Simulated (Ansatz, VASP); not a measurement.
## Ga: VASP beside Ansatz

The input INCAR:

```
PREC = Accurate
ENCUT = 520
EDIFF = 1E-7
ISMEAR = -1
SIGMA = 0.05
LREAL = False
LASPH = True
NELM = 60
ALGO = Fast
ISIF = 2
LWAVE = False
LCHARG = False
NBANDS = 20
```

The input KPOINTS:

```
regular mesh
0
Gamma
  10 10 8
```

Contents of POSCAR:

```
Ga
1.0
    1.3921592073     -4.0531663400      0.0000000000
    1.3921592073      4.0531663400      0.0000000000
   -0.1182253154      0.0000000000      3.3519825971
Ga
2
Direct
    0.1310000000      0.8690000000      0.7500000000
    0.8690000000      0.1310000000      0.2500000000
```

input.yaml

```yaml
crystal:
  lattice:
    - [1.3921592073, -4.05316634, 0.0]
    - [1.3921592073, 4.05316634, 0.0]
    - [-0.1182253154, 0.0, 3.3519825971]
  atoms:
    - { symbol: Ga, position: [0.131, 0.869, 0.75] }
    - { symbol: Ga, position: [0.869, 0.131, 0.25] }
hamiltonian:
  xc: lda
  pseudopotentials: { kind: paw }
kpoints:
  mp_grid: { grid: [10, 10, 8] }
scf:
  occupations: { method: fermi_dirac, width: 0.05 }
output:
  forces: true
  stress: true
  eigenvalues: true
  write_density: true
  write_potential: true
  elf: true
  volumetric_format: npy
```

Alike in both runs: task single point; functional LDA; k mesh 10 × 10 × 8; occupations fermi-dirac, width 0.05 eV; no spin polarisation.

|  | VASP | Ansatz |
| --- | --- | --- |
| version | VASP 6.6.1 | Ansatz 0.2.0 |
| potentials or method | VASP PAW LDA potentials, release 64 (Ga_d) | Ansatz PAW |
| plane-wave cutoff (eV) | 520 | 420 |
| valence electrons in the cell | 26 | 26 |

|  | VASP | Ansatz | Ansatz less VASP |
| --- | --- | --- | --- |
| gap on the k mesh at the Fermi level (eV) | none | none | - |
| pressure (GPa) | -4.8 | -4.8 | -0.05 |
| traceless stress, the component that is largest in VASP (GPa) | -0.47 | -0.46 | +0.007 |
| rms of the force components (eV/Å) | 0.100 | 0.098 | -0.0020 |

LDA's correlation is that of Perdew and Zunger in VASP and of Perdew and Wang (1992) in Ansatz. Atom by atom the forces differ by 0.002 eV/Å (rms over components). A gap of «none» marks a metal or a gap that the smearing closes.
